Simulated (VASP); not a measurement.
H:

```
H
1.0
    -1.69153    1.69153    2.05847
     1.69153   -1.69153    2.05847
     1.69153    1.69153   -2.05847
H
2
Cartesian
  0.0000 0.0000 0.3711
  0.0000 0.0000 3.7459
```

Base run:

```yaml
Program: VASP 6.6.1
Functional: PBE-based screened hybrid with 25 % exact exchange
Potentials_or_basis: VASP PAW PBE potentials, release 64 (H)
Cutoff: 520 eV
k_mesh: 6 × 6 × 6
Occupations: fermi-dirac, width 0.05 eV
Spin: no spin polarisation
```

Its results: band gap on the k mesh 10.51 eV (least direct gap 11.38 eV); pressure 0.3 GPa; largest force 0.075 eV/Å.

Task: After a change of settings the same cell gave: band gap on the k mesh 10.83 eV (least direct gap 11.70 eV); pressure 0.3 GPa; largest force 0.041 eV/Å. Which change was it?
A. functional from PBE-based screened hybrid with 25 % exact exchange to PBE-based screened hybrid with 30 % exact exchange; share of exact exchange from 0.25 to 0.3
B. functional from PBE-based screened hybrid with 25 % exact exchange to PBE-based screened hybrid with 5 % exact exchange; share of exact exchange from 0.25 to 0.05
C. functional from PBE-based screened hybrid with 25 % exact exchange to PBE-based screened hybrid with 15 % exact exchange; share of exact exchange from 0.25 to 0.15
D. functional from PBE-based screened hybrid with 25 % exact exchange to PBE-based screened hybrid with 20 % exact exchange; share of exact exchange from 0.25 to 0.2

Result: A.

Caveats: this functional lacks dispersion, which holds the molecules together, so the pressure and a relaxed volume are unreliable; the PAW data sets were made with another functional, which shifts forces and pressure a little.
